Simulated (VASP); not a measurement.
# AlInAsP3 (P4/mmm) in VASP: notebook

The runs below take AlInAsP3 through single point, with PBE.

All numbers are computed with VASP 6.6.1; they aren't measurements. Logs are shortened: lines on timing, memory, paths and dates and some standing lists are left out, and cuts for length are marked.

## Step 1: The cell of the first run

It takes space group P4/mmm (No. 123, tetragonal). Conventional cell: a = 3.826 Å, b = 3.826 Å, c = 9.646 Å, α = 90.00°, β = 90.00°, γ = 90.00°. Al (site symmetry 4/mmm) has 4 In at 2.71 Å within 3.6 Å. Within 3.5 Å of In (site symmetry 4/mmm) lie 2 P at 2.67 Å and 4 Al at 2.71 Å. P (site symmetry 4mm) has 1 P at 2.16 Å and 1 In at 2.67 Å within 2.9 Å. Within 2.9 Å of P (site symmetry 4/mmm) lie 2 P at 2.16 Å and 4 As at 2.71 Å. Within 3.6 Å of As (site symmetry 4/mmm) lie 12 P at 2.71 to 3.46 Å.

The cell was built from a structure type or drawn by symmetry, and may not be a known phase.

## Step 2: Single point, PBE

INCAR reads:

```
PREC = Accurate ; ENCUT = 500
EDIFF = 1E-6 ; ISMEAR = 0
SIGMA = 0.1 ; LREAL = F
LASPH = T ; NELM = 120
ALGO = Normal ; ISIF = 2
LWAVE = F ; LCHARG = T
GGA = PE ; LELF = T
LVHAR = T ; NBANDS = 27
GGA_COMPAT = F
```

KPOINTS reads:

```
Automatic mesh
0
Gamma
  4 4 4
```

POSCAR reads:

```
AlInAsP3
1.0
    3.8256508161      0.0000000000      0.0000000000
    0.0000000000      3.8256508161      0.0000000000
    0.0000000000      0.0000000000      9.6463483907
Al In P As
1 1 3 1
Direct
    0.5000000000      0.5000000000      0.0000000000
    0.0000000000      0.0000000000      0.0000000000
    0.0000000000      0.0000000000      0.7237188546
    0.0000000000      0.0000000000      0.2762811454
    0.0000000000      0.0000000000      0.5000000000
    0.5000000000      0.5000000000      0.5000000000
```

Potentials or basis: VASP PAW PBE potentials, release 64 (Al, In_d, P, As).

Command:

```sh
$ cat potpaw_PBE.64/Al/POTCAR potpaw_PBE.64/In_d/POTCAR potpaw_PBE.64/P/POTCAR potpaw_PBE.64/As/POTCAR > POTCAR
$ mpirun -np 1 vasp_std > vasp.out
```

OUTCAR:

```text
PREC = Accurate
   ENCUT = 500
   EDIFF = 1E-6
   ISMEAR = 0
   LREAL = F
   LASPH = T
   NELM = 120
   ISIF = 2
   GGA = PE

 ion  position               nearest neighbor table
   1  0.500  0.500  0.000-   2 2.71   2 2.71   2 2.71   2 2.71
   2  0.000  0.000  0.000-   3 2.67   4 2.67   1 2.71   1 2.71   1 2.71   1 2.71
   3  0.000  0.000  0.724-   5 2.16   2 2.67
   4  0.000  0.000  0.276-   5 2.16   2 2.67
   5  0.000  0.000  0.500-   3 2.16   4 2.16   6 2.71   6 2.71   6 2.71   6 2.71
   6  0.500  0.500  0.500-   5 2.71   5 2.71   5 2.71   5 2.71

  LATTYP: Found a simple tetragonal cell.
 ALAT       =     3.8256508161
 C/A-ratio  =     2.5214921211

  Lattice vectors:

 A1 = (   3.8256508161,   0.0000000000,   0.0000000000)
 A2 = (   0.0000000000,   3.8256508161,   0.0000000000)
 A3 = (   0.0000000000,   0.0000000000,   9.6463483907)

Analysis of symmetry for initial positions (statically):
=====================================================================
 Subroutine PRICEL returns:
 Original cell was already a primitive cell.

 Routine SETGRP: Setting up the symmetry group for a
 simple tetragonal supercell.

 Subroutine GETGRP returns: Found 16 space group operations
 (whereof 16 operations were pure point group operations)
 out of a pool of 16 trial point group operations.

The static configuration has the point symmetry D_4h.

Analysis of symmetry for dynamics (positions and initial velocities):
=====================================================================
 Subroutine PRICEL returns:
 Original cell was already a primitive cell.

 Routine SETGRP: Setting up the symmetry group for a
 simple tetragonal supercell.

 Subroutine GETGRP returns: Found 16 space group operations
 (whereof 16 operations were pure point group operations)
 out of a pool of 16 trial point group operations.

The dynamic configuration has the point symmetry D_4h.

 Subroutine INISYM returns: Found 16 space group operations
 (whereof 16 operations are pure point group operations),
 and found     1 'primitive' translations

----------------------------------------------------------------------------------------

                                     Primitive cell

  volume of cell :     141.1801

  direct lattice vectors                    reciprocal lattice vectors
     3.825650816  0.000000000  0.000000000     0.261393433  0.000000000  0.000000000
     0.000000000  3.825650816  0.000000000     0.000000000  0.261393433  0.000000000
     0.000000000  0.000000000  9.646348391     0.000000000  0.000000000  0.103666171

  length of vectors
     3.825650816  3.825650816  9.646348391     0.261393433  0.261393433  0.103666171

  position of ions in fractional coordinates (direct lattice)
     0.500000000  0.500000000  0.000000000
     0.000000000  0.000000000  0.000000000
     0.000000000  0.000000000  0.723718855
     0.000000000  0.000000000  0.276281145
     0.000000000  0.000000000  0.500000000
     0.500000000  0.500000000  0.500000000

  ion indices of the primitive-cell ions
   primitive index   ion index
                 1           1
                 2           2
                 3           3
                 4           4
                 5           5
                 6           6

----------------------------------------------------------------------------------------

 KPOINTS: Automatic mesh

Automatic generation of k-mesh.
 Grid dimensions read from file:
 generate k-points for:    4    4    4

 Generating k-lattice:

  Cartesian coordinates                     Fractional coordinates (reciprocal lattice)
     0.065348358  0.000000000  0.000000000     0.250000000  0.000000000  0.000000000
     0.000000000  0.065348358  0.000000000     0.000000000  0.250000000  0.000000000
     0.000000000  0.000000000  0.025916543     0.000000000  0.000000000  0.250000000

  Length of vectors
     0.065348358  0.065348358  0.025916543

  Shift w.r.t. Gamma in fractional coordinates (k-lattice)
     0.000000000  0.000000000  0.000000000

 Subroutine IBZKPT returns following result:
 ===========================================

 Found     18 irreducible k-points:

 Following reciprocal coordinates:
            Coordinates               Weight
  0.000000  0.000000  0.000000      1.000000
  0.250000  0.000000  0.000000      4.000000
  0.500000  0.000000  0.000000      2.000000
  0.250000  0.250000  0.000000      4.000000
  0.500000  0.250000  0.000000      4.000000
  0.500000  0.500000  0.000000      1.000000
[... 10 lines left out ...]
  0.500000  0.250000  0.500000      4.000000
  0.500000  0.500000  0.500000      1.000000
   k-points           NKPTS =     18   k-points in BZ     NKDIM =     18   number of bands    NBANDS=     27
   number of dos      NEDOS =    301   number of ions     NIONS =      6
   total plane-waves  NPLWV =  54880
   dimension x,y,z NGX =    28 NGY =   28 NGZ =   70
   dimension x,y,z NGXF=    56 NGYF=   56 NGZF=  140
   ions per type =               1   1   3   1
   NGX,Y,Z   is equivalent  to a cutoff of  12.17, 12.17, 12.06 a.u.
   NGXF,Y,Z  is equivalent  to a cutoff of  24.34, 24.34, 24.13 a.u.
 SYSTEM =  unknown system
   PREC   = accura    normal or accurate (medium, high low for compatibility)
   ISTART =      0    job   : 0-new  1-cont  2-samecut
   ICHARG =      2    charge: 1-file 2-atom 10-const
   ISPIN  =      1    spin polarized calculation?
   LNONCOLLINEAR =      F non collinear calculations
   LSORBIT =      F    spin-orbit coupling
   LASPH  =      T    aspherical Exc in radial PAW
   ENCUT  =  500.0 eV  36.75 Ry    6.06 a.u.   6.98  6.98 17.59*2*pi/ulx,y,z
   NELM   =    120;   NELMIN=  2; NELMDL= -5     # of ELM steps
   EDIFF  = 0.1E-05   stopping-criterion for ELM
   LREAL  =      F    real-space projection
   EDIFFG = 0.1E-04   stopping-criterion for IOM
   NSW    =      0    number of steps for IOM
   IBRION =     -1    ionic relax: 0-MD 1-quasi-New 2-CG
   NFREE  =      0    steps in history (QN), initial steepest desc. (CG)
   ISIF   =      2    stress and relaxation
   ISYM   =      2    0-nonsym 1-usesym 2-fastsym
   POTIM  = 0.5000    time-step for ionic-motion
   TEBEG  =    0.0;   TEEND  =   0.0 temperature during run
   PSTRESS=    0.0 pullay stress
   NELECT =      36.0000    total number of electrons
   NUPDOWN=      -1.0000    fix difference up-down
   EMIN   =  10.00;   EMAX   =-10.00  energy-range for DOS
   EFERMI =   0.00;   METHOD = LEGACY
   ISMEAR =     0;   SIGMA  =   0.10  broadening in eV -4-tet -1-fermi 0-gaus
   EFERMI_NEDOS =   21; number of points for ismear=-14 and -15
   IALGO  =     38    algorithm
   IMIX   =      4    mixing-type and parameters
     AMIX     =   0.40;   BMIX     =  1.00
     AMIX_MAG =   1.60;   BMIX_MAG =  1.00
  volume/ion in A,a.u.               =      23.53       158.79
  Fermi-wavevector in a.u.,A,eV,Ry     =   1.038129  1.961778 14.663147  1.077711
  Thomas-Fermi vector in A             =   2.172598
   LORBIT       =      0    0 simple, 1 ext, 2 COOP (PROOUT), +10 PAW based schemes
   GGA     = PE    functional components
   LHFCALC =     F    Hartree Fock is set to
   AEXX    =    0.0000 exact exchange contribution
   IVDW    =     0    specifies the selected vdW correction
   LEPSILON=     F    determine dielectric tensor
   LRPA    =     F    only Hartree local field effects (RPA)
 non-spin polarized calculation
 Gauss-broadening in eV      SIGMA  =   0.10
  energy-cutoff  :      500.00
  volume of cell :      141.18
 maximum number of plane-waves:      3608
 NGX is ok and might be reduce to    28
   NGX = 13   NGY = 13   NGZ = 35

 number of electron      35.9999993 magnetization

 Free energy of the ion-electron system (eV)
  ---------------------------------------------------
  ext. energy  EPLUGINS =         0.00000000
  ---------------------------------------------------
  free energy    TOTEN  =       -22.11622321 eV

  energy without entropy =      -22.08117431  energy(sigma->0) =      -22.09869876

 E-fermi :   4.8280     XC(G=0):  -9.3552

 val. band max:        4.8116285141   @ k =   0.2500   0.0000   0.0000
 cond. band min:       4.8362964664   @ k =   0.5000   0.2500   0.2500
 fundamental gap:      0.0246679522
 Fermi energy:         4.8279741713

 k-point     1 :       0.0000    0.0000    0.0000
  band No.  band energies     occupation
      1     -10.0073      2.00000
      2      -9.8769      2.00000
      3      -9.8726      2.00000
      4      -9.7391      2.00000
      5      -9.7391      2.00000
      6      -9.2996      2.00000
[... 19 lines left out ...]
     26       9.2796      0.00000
     27       9.4939      0.00000

 k-point     2 :       0.2500    0.0000    0.0000
  band No.  band energies     occupation
      1      -9.9792      2.00000
      2      -9.8985      2.00000
      3      -9.8288      2.00000
      4      -9.7615      2.00000
      5      -9.7365      2.00000
      6      -8.8407      2.00000
[... 19 lines left out ...]
     26       8.9574      0.00000
     27      10.3649      0.00000

 k-point     3 :       0.5000    0.0000    0.0000
  band No.  band energies     occupation
      1      -9.9607      2.00000
      2      -9.9240      2.00000
      3      -9.7836      2.00000
      4      -9.7741      2.00000
      5      -9.7340      2.00000
      6      -8.0385      2.00000
[... 19 lines left out ...]
     26       8.9136      0.00000
     27       9.8558      0.00000

 k-point     4 :       0.2500    0.2500    0.0000
  band No.  band energies     occupation
      1      -9.9521      2.00000
      2      -9.9334      2.00000
      3      -9.7866      2.00000
      4      -9.7592      2.00000
      5      -9.7574      2.00000
      6      -8.4284      2.00000
[... 19 lines left out ...]
     26       9.9449      0.00000
     27      10.0816      0.00000

 k-point     5 :       0.5000    0.2500    0.0000
  band No.  band energies     occupation
      1      -9.9730      2.00000
      2      -9.9289      2.00000
      3      -9.7797      2.00000
      4      -9.7550      2.00000
      5      -9.7360      2.00000
      6      -7.7852      2.00000
[... 19 lines left out ...]
     26       8.9929      0.00000
     27      10.4941      0.00000

 k-point     6 :       0.5000    0.5000    0.0000
  band No.  band energies     occupation
      1     -10.0206      2.00000
      2      -9.9063      2.00000
      3      -9.7758      2.00000
      4      -9.7758      2.00000
      5      -9.6889      2.00000
      6      -7.4842      2.00000
[... 264 lines left out ...]
      1      -9.9573      2.00000
      2      -9.9240      2.00000
      3      -9.7836      2.00000
      4      -9.7733      2.00000
      5      -9.7340      2.00000
      6      -8.0540      2.00000
[... 19 lines left out ...]
     26       9.7023      0.00000
     27       9.9112      0.00000

 k-point    16 :       0.2500    0.2500    0.5000
  band No.  band energies     occupation
      1      -9.9482      2.00000
      2      -9.9324      2.00000
      3      -9.7866      2.00000
      4      -9.7593      2.00000
      5      -9.7574      2.00000
      6      -8.4412      2.00000
[... 19 lines left out ...]
     26      11.2873      0.00000
     27      11.3043      0.00000

 k-point    17 :       0.5000    0.2500    0.5000
  band No.  band energies     occupation
      1      -9.9730      2.00000
      2      -9.9257      2.00000
      3      -9.7797      2.00000
      4      -9.7551      2.00000
      5      -9.7359      2.00000
      6      -7.8015      2.00000
[... 19 lines left out ...]
     26      10.4188      0.00000
     27      10.9032      0.00000

 k-point    18 :       0.5000    0.5000    0.5000
  band No.  band energies     occupation
      1     -10.0206      2.00000
      2      -9.9036      2.00000
      3      -9.7758      2.00000
      4      -9.7758      2.00000
      5      -9.6889      2.00000
      6      -7.5028      2.00000
[... 19 lines left out ...]
     26      10.7920      0.00000
     27      10.7920      0.00000

------------------------ aborting loop because EDIFF is reached ----------------------------------------

  FORCE on cell =-STRESS in cart. coord.  units (eV):
  Direction    XX          YY          ZZ          XY          YZ          ZX
  --------------------------------------------------------------------------------------
  -------------------------------------------------------------------------------------
  Total       -0.1634915     -0.1634915     -0.0180592      0.0000000      0.0000000     -0.0000000
  in kB       -1.8553771     -1.8553771     -0.2049443      0.0000000      0.0000000     -0.0000000
  external PRESSURE =      -1.3052328 kB  Pullay stress =       0.0000000 kB

 VOLUME and BASIS-vectors are now :
 -----------------------------------------------------------------------------
  energy-cutoff  :      500.00
  volume of cell :      141.18
      direct lattice vectors                 reciprocal lattice vectors
     3.825650816  0.000000000  0.000000000     0.261393433  0.000000000  0.000000000
     0.000000000  3.825650816  0.000000000     0.000000000  0.261393433  0.000000000
     0.000000000  0.000000000  9.646348391     0.000000000  0.000000000  0.103666171

 POSITION                                       TOTAL-FORCE (eV/Angst)
 -----------------------------------------------------------------------------------
      1.91283      1.91283      0.00000         0.000000     -0.000000      0.000000
      0.00000      0.00000      0.00000         0.000000     -0.000000      0.000000
      0.00000      0.00000      6.98124         0.000000      0.000000     -0.029532
      0.00000      0.00000      2.66510        -0.000000      0.000000      0.029532
      0.00000      0.00000      4.82317         0.000000     -0.000000      0.000000
      1.91283      1.91283      4.82317         0.000000     -0.000000      0.000000
 -----------------------------------------------------------------------------------
    total drift:                               -0.000000     -0.000000     -0.000000

  FREE ENERGIE OF THE ION-ELECTRON SYSTEM (eV)
  ---------------------------------------------------
  free  energy   TOTEN  =       -22.1162232054 eV

  energy  without entropy=      -22.0811743084  energy(sigma->0) =      -22.09869876
```

Wall time 1.7 min (1 thread of Intel Xeon 8259CL, shared host); peak memory 0.26 GiB.

What came out:

```
Free energy            : -22.1162 eV
Pressure               : -0.1 GPa
Largest force          : 0.030 eV/Å
Band gap on the k mesh : zero (bands 18 and 19 overlap by 1.86 eV)
```

Forces on the atoms (eV/Å):
```
Al   0.000  0.000  0.000
In   0.000  0.000  0.000
P    0.000  0.000 -0.030
P    0.000  0.000  0.030
P    0.000  0.000  0.000
As   0.000  0.000  0.000
```

Stress tensor (GPa, compression positive):
```
-0.19  0.00  0.00
 0.00 -0.19  0.00
 0.00  0.00 -0.02
```

Levels at points of the mesh, in eV from the Fermi level:
```
           k point  band 16  band 17  band 18  band 19  band 20  band 21
(0.00, 0.00, 0.00)    -0.12    -0.03    -0.03     0.66     1.09     1.94
(0.50, 0.00, 0.00)    -0.65    -0.49     0.20     0.26     0.45     1.40
(0.50, 0.50, 0.00)    -2.79    -2.12    -2.12    -0.77    -0.02    -0.02
(0.00, 0.00, 0.50)    -0.59    -0.30     1.03     1.03     1.25     1.25
(0.50, 0.00, 0.50)    -1.55    -0.49    -0.17     0.06     0.66     1.20
(0.50, 0.50, 0.50)    -1.38    -1.38    -1.16    -0.83    -0.83    -0.63
```

Caveat: the k points lie up to 0.41 Å⁻¹ apart, too coarse for converged energies and pressures of a metal; spin-orbit coupling is left out, which moves the levels of the heavy elements.

## Step 3: Single point, PBE

This run uses another cell than the first one, of 24.72 Å³/atom.

INCAR reads:

```
PREC = Accurate ; ENCUT = 500
EDIFF = 1E-6 ; ISMEAR = 0
SIGMA = 0.1 ; LREAL = F
LASPH = T ; NELM = 120
ALGO = Normal ; ISIF = 2
LWAVE = F ; LCHARG = F
GGA = PE ; NBANDS = 27
GGA_COMPAT = F
```

KPOINTS is that of step 2.

POSCAR reads:

```
AlInAsP3
1.0
    4.5506357300      0.0000000000      0.0000000000
    0.0000000000      4.5506357300      0.0000000000
    0.0000000000      0.0000000000      7.1624682700
Al In P As
1 1 3 1
Direct
    0.5000000000      0.5000000000      0.0000000000
    0.0000000000      0.0000000000      0.0000000000
    0.0000000000      0.0000000000      0.7308018300
    0.0000000000      0.0000000000      0.2691981700
    0.0000000000      0.0000000000      0.5000000000
    0.5000000000      0.5000000000      0.5000000000
```

Potentials or basis: VASP PAW PBE potentials, release 64 (Al, In_d, P, As).

Command:

```sh
$ cat potpaw_PBE.64/Al/POTCAR potpaw_PBE.64/In_d/POTCAR potpaw_PBE.64/P/POTCAR potpaw_PBE.64/As/POTCAR > POTCAR
$ mpirun -np 1 vasp_std > vasp.out
```

It took 2 min on 1 thread of Intel Xeon 8259CL, shared host; peak memory 0.29 GiB.

Results (log left out):

| Property | Result |
| --- | --- |
| Free energy | -9.7263 eV |
| Pressure | 34.3 GPa |
| Largest force | 5.019 eV/Å |
| Band gap on the k mesh | zero (bands 18 and 19 overlap by 1.23 eV) |

Forces in eV/Å, atoms in the order of the input:
```
Al   0.000  0.000  0.000
In   0.000  0.000  0.000
P    0.000  0.000  5.019
P    0.000  0.000 -5.019
P    0.000  0.000  0.000
As   0.000  0.000  0.000
```

Stress tensor (GPa, compression positive):
```
 -2.07   0.00   0.00
  0.00  -2.07   0.00
  0.00   0.00 107.08
```

Levels at points of the mesh, in eV from the Fermi level:
| k point | band 14 | band 15 | band 16 | band 17 | band 18 | band 19 | band 20 | band 21 | band 22 | band 23 |
| --- | --- | --- | --- | --- | --- | --- | --- | --- | --- | --- |
| (0.00, 0.00, 0.00) | -2.08 | -2.08 | -1.49 | -1.42 | -1.42 | 0.48 | 0.92 | 0.92 | 2.42 | 3.53 |
| (0.50, 0.00, 0.00) | -3.52 | -1.96 | -1.50 | -0.69 | -0.54 | -0.18 | 0.22 | 0.73 | 2.06 | 2.20 |
| (0.50, 0.50, 0.00) | -2.93 | -2.93 | -2.74 | -2.74 | -1.37 | 0.47 | 0.99 | 0.99 | 3.54 | 3.54 |
| (0.00, 0.00, 0.50) | -3.42 | -3.37 | -0.41 | 0.79 | 0.79 | 1.07 | 1.07 | 1.30 | 2.29 | 2.29 |
| (0.50, 0.00, 0.50) | -3.15 | -2.04 | -1.33 | -0.49 | -0.23 | 0.14 | 0.71 | 1.79 | 2.28 | 2.31 |
| (0.50, 0.50, 0.50) | -4.51 | -3.97 | -0.18 | -0.18 | 0.09 | 0.56 | 0.56 | 1.55 | 1.83 | 1.83 |

Caveat: the cell stands under pressure; spin-orbit coupling is left out, which moves the levels of the heavy elements; forces of over 1 eV/Å act on the atoms, so gaps and moduli don't describe the material at rest.
